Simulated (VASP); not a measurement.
SnO2, 6 atoms in the cell. It takes space group P6_3/mmc (No. 194, hexagonal). The conventional cell has a = 3.231 Å, b = 3.231 Å, c = 10.791 Å, α = 90.00°, β = 90.00°, γ = 120.00°. Within 2.8 Å of Sn (site symmetry -3m) lie 6 O at 2.12 Å. O (site symmetry 3m) has 3 Sn at 2.12 Å and 3 O at 2.76 Å within 2.8 Å. 

* Program: VASP 6.6.1
* Task: single point
* Functional: PBEsol
* Potentials or basis: VASP PAW PBE potentials, release 64 (Sn_d, O)
* Cutoff: 520 eV
* k mesh: 6 × 6 × 1
* Occupations: methfessel-paxton, width 0.01 eV
* Spin: no spin polarisation
* Dipole correction: no
* Further INCAR settings: ALGO = Normal; EDIFF = 1e-06; NBANDS = 35

Potentials or basis: VASP PAW PBE potentials, release 64 (Sn_d, O).

Launch:

```bash
$ cat potpaw_PBE.64/Sn_d/POTCAR potpaw_PBE.64/O/POTCAR > POTCAR
$ mpirun -np 1 vasp_std > vasp.out
```

Hardware: 1 thread of Intel(R) Xeon(R) Platinum 8375C CPU @ 2.90GHz (Ice Lake), with other jobs on the host.

Q: How long does it take, and how much memory?

A: It took 19 s on 1 thread of Intel(R) Xeon(R) Platinum 8375C CPU @ 2.90GHz (Ice Lake), with other jobs on the host, peak memory 0.2 GiB. Counts: scf iterations 14, k points 7.
